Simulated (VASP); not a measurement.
# NaPr (P1) in VASP: single point with PBE

Aim: the single point of NaPr with PBE.

Everything below comes from runs of VASP 6.6.1. Logs are shortened: lines on timing, memory, paths and dates and some standing lists are left out, and cuts for length are marked.

## Step 1: The cell of the first run

The typed cell holds 4 atoms: a = 3.567 Å, b = 3.570 Å, c = 13.130 Å, α = 81.53°, β = 81.49°, γ = 59.89°.

## Step 2: Single point, PBE

File INCAR:

```
PREC = Accurate
ENCUT = 500
EDIFF = 1E-6
ISMEAR = 0
SIGMA = 0.1
LREAL = False
LASPH = True
NELM = 200
ALGO = Normal
ISIF = 2
LWAVE = False
LCHARG = False
GGA = PE
NBANDS = 26
GGA_COMPAT = False
LMAXMIX = 6
```

File KPOINTS:

```
regular mesh
0
Gamma
  6 6 2
```

File POSCAR:

```
NaPr
1.0
    3.5646591687      0.0733388361      0.1138264315
    1.7242696172      3.1239812470      0.1116095338
    1.5095522543      0.9118780831     13.0114358889
Na Pr
2 2
Direct
    1.0411048321      0.0400915242     -0.0000935167
    0.8758787800      0.8777784363      0.5002109485
    0.4617561468      0.4620647843      0.7506659619
    0.6212602412      0.6200652552      0.2492166063
```

Potentials or basis: VASP PAW PBE potentials, release 64 (Na_pv, Pr_3), 4f in core.

On the command line:

```bash
$ cat potpaw_PBE.64/Na_pv/POTCAR potpaw_PBE.64/Pr_3/POTCAR > POTCAR
$ mpirun -np 1 vasp_std > vasp.out
```

OUTCAR:

```text
PREC = Accurate
   ENCUT = 500
   EDIFF = 1E-6
   ISMEAR = 0
   LREAL = False
   LASPH = True
   NELM = 200
   ISIF = 2
   GGA = PE

 ion  position               nearest neighbor table
   1  0.041  0.040  1.000-
   2  0.876  0.878  0.500-
   3  0.462  0.462  0.751-
   4  0.621  0.620  0.249-

  Warning from LATTYP: Got some problem with cell dimensions!
  Tried to take original basis but could not verify dimensions!
  LATTYP: Found a triclinic cell.
 ALAT       =     3.5672300221
 B/A-ratio  =     0.9987547464
 C/A-ratio  =     3.6808426878
 COS(alpha) =     0.0005385804
 COS(beta)  =     0.1479308017
 COS(gamma) =     0.4986026953

  Lattice vectors:

 A1 = (  -3.5646591687,  -0.0733388361,  -0.1138264315)
 A2 = (  -1.8403895515,   3.0506424109,  -0.0022168977)
 A3 = (  -1.5095522543,  -0.9118780831, -13.0114358889)

Analysis of symmetry for initial positions (statically):
=====================================================================
 Subroutine PRICEL returns:
 Original cell was already a primitive cell.

 Routine SETGRP: Setting up the symmetry group for a
 triclinic supercell.

 Subroutine GETGRP returns: Found  1 space group operations
 (whereof  1 operations were pure point group operations)
 out of a pool of  2 trial point group operations.

The static configuration has the point symmetry C_1 .

Analysis of symmetry for dynamics (positions and initial velocities):
=====================================================================
 Subroutine PRICEL returns:
 Original cell was already a primitive cell.

 Routine SETGRP: Setting up the symmetry group for a
 triclinic supercell.

 Subroutine GETGRP returns: Found  1 space group operations
 (whereof  1 operations were pure point group operations)
 out of a pool of  2 trial point group operations.

The dynamic configuration has the point symmetry C_1 .

 Subroutine INISYM returns: Found  1 space group operations
 (whereof  1 operations are pure point group operations),
 and found     1 'primitive' translations

----------------------------------------------------------------------------------------

                                     Primitive cell

  volume of cell :     142.5408

  direct lattice vectors                    reciprocal lattice vectors
     3.564659169  0.073338836  0.113826432     0.284449841 -0.156213122 -0.022053260
     1.724269617  3.123981247  0.111609534    -0.005966346  0.324184428 -0.022027558
     1.509552254  0.911878083 13.011435889    -0.002437241 -0.001414209  0.077237342

  length of vectors
     3.567230022  3.569988968 13.130412543     0.325270038  0.324986699  0.077288726

  position of ions in fractional coordinates (direct lattice)
     0.041104832  0.040091524  0.999906483
     0.875878780  0.877778436  0.500210948
     0.461756147  0.462064784  0.750665962
     0.621260241  0.620065255  0.249216606

  ion indices of the primitive-cell ions
   primitive index   ion index
                 1           1
                 2           2
                 3           3
                 4           4

----------------------------------------------------------------------------------------

 KPOINTS: regular mesh

Automatic generation of k-mesh.
 Grid dimensions read from file:
 generate k-points for:    6    6    2

 Generating k-lattice:

  Cartesian coordinates                     Fractional coordinates (reciprocal lattice)
     0.047408307 -0.026035520 -0.003675543     0.166666667  0.000000000  0.000000000
    -0.000994391  0.054030738 -0.003671260     0.000000000  0.166666667  0.000000000
    -0.001218621 -0.000707105  0.038618671    -0.000000000  0.000000000  0.500000000

  Length of vectors
     0.054211673  0.054164450  0.038644363

  Shift w.r.t. Gamma in fractional coordinates (k-lattice)
     0.000000000  0.000000000  0.000000000

 Subroutine IBZKPT returns following result:
 ===========================================

 Found     40 irreducible k-points:

 Following reciprocal coordinates:
            Coordinates               Weight
  0.000000  0.000000  0.000000      1.000000
  0.166667  0.000000  0.000000      2.000000
  0.333333  0.000000  0.000000      2.000000
  0.500000  0.000000  0.000000      1.000000
 -0.000000  0.166667  0.000000      2.000000
  0.166667  0.166667  0.000000      2.000000
[... 16 lines left out ...]
  0.333333  0.000000  0.500000      2.000000
  0.500000 -0.000000  0.500000      1.000000
 [... further k-points ...]
   k-points           NKPTS =     40   k-points in BZ     NKDIM =     40   number of bands    NBANDS=     26
   number of dos      NEDOS =    301   number of ions     NIONS =      4
   total plane-waves  NPLWV =  75264
   dimension x,y,z NGX =    28 NGY =   28 NGZ =   96
   dimension x,y,z NGXF=    56 NGYF=   56 NGZF=  192
   ions per type =               2   2
   NGX,Y,Z   is equivalent  to a cutoff of  13.05, 13.04, 12.15 a.u.
   NGXF,Y,Z  is equivalent  to a cutoff of  26.10, 26.08, 24.31 a.u.
 SYSTEM =  unknown system
   PREC   = accura    normal or accurate (medium, high low for compatibility)
   ISTART =      0    job   : 0-new  1-cont  2-samecut
   ICHARG =      2    charge: 1-file 2-atom 10-const
   ISPIN  =      1    spin polarized calculation?
   LNONCOLLINEAR =      F non collinear calculations
   LSORBIT =      F    spin-orbit coupling
   LASPH  =      T    aspherical Exc in radial PAW
   ENCUT  =  500.0 eV  36.75 Ry    6.06 a.u.   6.50  6.51 23.94*2*pi/ulx,y,z
   NELM   =    200;   NELMIN=  2; NELMDL= -5     # of ELM steps
   EDIFF  = 0.1E-05   stopping-criterion for ELM
   LREAL  =      F    real-space projection
   EDIFFG = 0.1E-04   stopping-criterion for IOM
   NSW    =      0    number of steps for IOM
   IBRION =     -1    ionic relax: 0-MD 1-quasi-New 2-CG
   NFREE  =      0    steps in history (QN), initial steepest desc. (CG)
   ISIF   =      2    stress and relaxation
   ISYM   =      2    0-nonsym 1-usesym 2-fastsym
   POTIM  = 0.5000    time-step for ionic-motion
   TEBEG  =    0.0;   TEEND  =   0.0 temperature during run
   PSTRESS=    0.0 pullay stress
   NELECT =      36.0000    total number of electrons
   NUPDOWN=      -1.0000    fix difference up-down
   EMIN   =  10.00;   EMAX   =-10.00  energy-range for DOS
   EFERMI =   0.00;   METHOD = LEGACY
   ISMEAR =     0;   SIGMA  =   0.10  broadening in eV -4-tet -1-fermi 0-gaus
   EFERMI_NEDOS =   21; number of points for ismear=-14 and -15
   IALGO  =     38    algorithm
   IMIX   =      4    mixing-type and parameters
     AMIX     =   0.40;   BMIX     =  1.00
     AMIX_MAG =   1.60;   BMIX_MAG =  1.00
  volume/ion in A,a.u.               =      35.64       240.48
  Fermi-wavevector in a.u.,A,eV,Ry     =   1.034815  1.955516 14.569683  1.070842
  Thomas-Fermi vector in A             =   2.169128
   LORBIT       =      0    0 simple, 1 ext, 2 COOP (PROOUT), +10 PAW based schemes
   GGA     = PE    functional components
   LHFCALC =     F    Hartree Fock is set to
   AEXX    =    0.0000 exact exchange contribution
   IVDW    =     0    specifies the selected vdW correction
   LEPSILON=     F    determine dielectric tensor
   LRPA    =     F    only Hartree local field effects (RPA)
 non-spin polarized calculation
 Gauss-broadening in eV      SIGMA  =   0.10
  energy-cutoff  :      500.00
  volume of cell :      142.54
 maximum number of plane-waves:      3668
 NGX is ok and might be reduce to    28
   NGX = 13   NGY = 13   NGZ = 47

 number of electron      35.9999983 magnetization

 Free energy of the ion-electron system (eV)
  ---------------------------------------------------
  ext. energy  EPLUGINS =         0.00000000
  ---------------------------------------------------
  free energy    TOTEN  =       -11.41276633 eV

  energy without entropy =      -11.40338238  energy(sigma->0) =      -11.40807435

 E-fermi :   2.0434     XC(G=0):  -8.1830

 val. band max:        1.9432528003   @ k =   0.0000   0.0000   0.0000
 cond. band min:       2.0663785206   @ k =  -0.3333   0.3333   0.5000
 fundamental gap:      0.1231257203
 Fermi energy:         2.0433702289

 k-point     1 :       0.0000    0.0000    0.0000
  band No.  band energies     occupation
      1     -34.6673      2.00000
      2     -34.6659      2.00000
      3     -22.4676      2.00000
      4     -22.4674      2.00000
      5     -22.4572      2.00000
      6     -22.4268      2.00000
[... 18 lines left out ...]
     25       6.0790      0.00000
     26       6.1217      0.00000

 k-point     2 :       0.1667    0.0000    0.0000
  band No.  band energies     occupation
      1     -34.6329      2.00000
      2     -34.6315      2.00000
      3     -22.4787      2.00000
      4     -22.4701      2.00000
      5     -22.4556      2.00000
      6     -22.4369      2.00000
[... 18 lines left out ...]
     25       4.5745      0.00000
     26       5.8000      0.00000

 k-point     3 :       0.3333    0.0000    0.0000
  band No.  band energies     occupation
      1     -34.5631      2.00000
      2     -34.5617      2.00000
      3     -22.5011      2.00000
      4     -22.4754      2.00000
      5     -22.4594      2.00000
      6     -22.4523      2.00000
[... 18 lines left out ...]
     25       5.2656      0.00000
     26       5.8057      0.00000

 k-point     4 :       0.5000    0.0000    0.0000
  band No.  band energies     occupation
      1     -34.5276      2.00000
      2     -34.5263      2.00000
      3     -22.5123      2.00000
      4     -22.4780      2.00000
      5     -22.4706      2.00000
      6     -22.4507      2.00000
[... 18 lines left out ...]
     25       5.0333      0.00000
     26       5.7765      0.00000
[... 496 lines left out ...]
      1     -34.6329      2.00000
      2     -34.6315      2.00000
      3     -22.4787      2.00000
      4     -22.4701      2.00000
      5     -22.4556      2.00000
      6     -22.4369      2.00000
[... 18 lines left out ...]
     25       4.8691      0.00000
     26       5.0106      0.00000

 k-point    23 :       0.3333    0.0000    0.5000
  band No.  band energies     occupation
      1     -34.5631      2.00000
      2     -34.5617      2.00000
      3     -22.5011      2.00000
      4     -22.4754      2.00000
      5     -22.4594      2.00000
      6     -22.4523      2.00000
[... 18 lines left out ...]
     25       5.2373      0.00000
     26       5.2862      0.00000

 k-point    24 :       0.5000   -0.0000    0.5000
  band No.  band energies     occupation
      1     -34.5276      2.00000
      2     -34.5263      2.00000
      3     -22.5123      2.00000
      4     -22.4780      2.00000
      5     -22.4706      2.00000
      6     -22.4507      2.00000
[... 18 lines left out ...]
     25       5.0318      0.00000
     26       5.0581      0.00000

 [... further k-points ...]

------------------------ aborting loop because EDIFF is reached ----------------------------------------

  FORCE on cell =-STRESS in cart. coord.  units (eV):
  Direction    XX          YY          ZZ          XY          YZ          ZX
  --------------------------------------------------------------------------------------
  -------------------------------------------------------------------------------------
  Total        0.0026299      0.0216859     -0.0101211     -0.0387776      0.0039202      0.0044062
  in kB        0.0295609      0.2437518     -0.1137629     -0.4358649      0.0440632      0.0495258
  external PRESSURE =       0.0531833 kB  Pullay stress =       0.0000000 kB

 VOLUME and BASIS-vectors are now :
 -----------------------------------------------------------------------------
  energy-cutoff  :      500.00
  volume of cell :      142.54
      direct lattice vectors                 reciprocal lattice vectors
     3.564659169  0.073338836  0.113826432     0.284449841 -0.156213122 -0.022053260
     1.724269617  3.123981247  0.111609534    -0.005966346  0.324184428 -0.022027558
     1.509552254  0.911878083 13.011435889    -0.002437241 -0.001414209  0.077237342

 POSITION                                       TOTAL-FORCE (eV/Angst)
 -----------------------------------------------------------------------------------
      1.72506      1.04005     13.01937         0.001202      0.001017      0.000438
      5.39083      3.26253      6.70613        -0.002121     -0.001552     -0.002310
      3.57590      2.16186      9.87137        -0.002366     -0.001617      0.005201
      3.65995      2.20989      3.38259         0.003286      0.002152     -0.003329
 -----------------------------------------------------------------------------------
    total drift:                                0.000705      0.000734      0.000281

  FREE ENERGIE OF THE ION-ELECTRON SYSTEM (eV)
  ---------------------------------------------------
  free  energy   TOTEN  =       -11.4127663277 eV

  energy  without entropy=      -11.4033823799  energy(sigma->0) =      -11.40807435
```

Run time: 94 s. Hardware: 1 thread of AMD EPYC 9R14 (Zen 4), shared host; peak memory 0.29 GiB.

What came out:

```yaml
Free_energy: -11.4128 eV
Pressure: 0.0 GPa
Largest_force: 0.006 eV/Å
Band_gap_on_the_k_mesh: zero (bands 18 and 19 overlap by 0.62 eV)
```

Forces in eV/Å, atoms in the order of the input:
```
Na   0.001  0.001  0.000
Na  -0.002 -0.002 -0.002
Pr  -0.002 -0.002  0.005
Pr   0.003  0.002 -0.003
```

Caveat: spin-orbit coupling is left out, which moves the levels of the heavy elements; the 4f electrons are frozen in the core, so they carry no moment and show no levels.
